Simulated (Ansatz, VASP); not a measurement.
One calculation of LiCl, two programs

File INCAR:

```
PREC     = Accurate       # precision mode
ENCUT    = 520            # plane-wave cutoff, eV
EDIFF    = 1E-6           # SCF threshold, eV
ISMEAR   = 0              # smearing method
SIGMA    = 0.05           # smearing width, eV
LREAL    = F              # projectors in reciprocal space
LASPH    = T              # aspherical terms in the spheres
NELM     = 80             # most SCF steps
ALGO     = Normal         # electronic algorithm
ISIF     = 2              # what is computed and relaxed
LWAVE    = F              # write WAVECAR
LCHARG   = T              # write CHGCAR
GGA      = PS             # functional
LELF     = T              # ELF
LVHAR    = T            
NBANDS   = 12             # bands
```

KPOINTS

```
Automatic mesh
0
Gamma
  8 8 8
```

POSCAR

```
LiCl
1.0
    0.0000000000      2.5006410000      2.6288790000
    2.5006410000      0.0000000000      2.6288790000
    2.5006410000      2.5006410000      0.0000000000
Li Cl
1 1
Direct
    0.0000000000      0.0000000000      0.0000000000
    0.5000000000      0.5000000000      0.5000000000
```

Input for Ansatz:

```yaml
crystal:
  lattice:
    - [0.0, 2.500641, 2.628879]
    - [2.500641, 0.0, 2.628879]
    - [2.500641, 2.500641, 0.0]
  atoms:
    - { symbol: Li, position: [0.0, 0.0, 0.0] }
    - { symbol: Cl, position: [0.5, 0.5, 0.5] }
basis:
  ecutwfc: 420
kpoints:
  mp_grid: { grid: [8, 8, 8] }
hamiltonian:
  xc: pbesol
scf:
  occupations: { method: gaussian, width: 0.05 }
output:
  forces: true
  stress: true
  eigenvalues: true
```

Change from the starting cell: strain -0.025 along x and y, +0.025 along z, atoms carried along.

Alike in both runs: task single point; functional PBEsol; k mesh 8 × 8 × 8; occupations gaussian, width 0.05 eV; no spin polarisation.

|  | VASP | Ansatz |
| --- | --- | --- |
| version | VASP 6.6.1 | Ansatz 0.2.0 |
| potentials or method | VASP PAW PBE potentials, release 64 (Li_sv, Cl), cutoff 520 eV | scalar-relativistic, plane waves, PAW |
| valence electrons in the cell | 10 | 10 |

|  | VASP | Ansatz | Ansatz less VASP |
| --- | --- | --- | --- |
| gap on the k mesh at the Fermi level (eV) | 6.21 | 6.20 | -0.010 |
| least direct gap on the mesh (eV) | 6.21 | 6.20 | -0.010 |

VASP's potentials were made for PBE, not for PBEsol.

Noted on VASP's run: the cutoff is short for stress, so the pressure is rough.
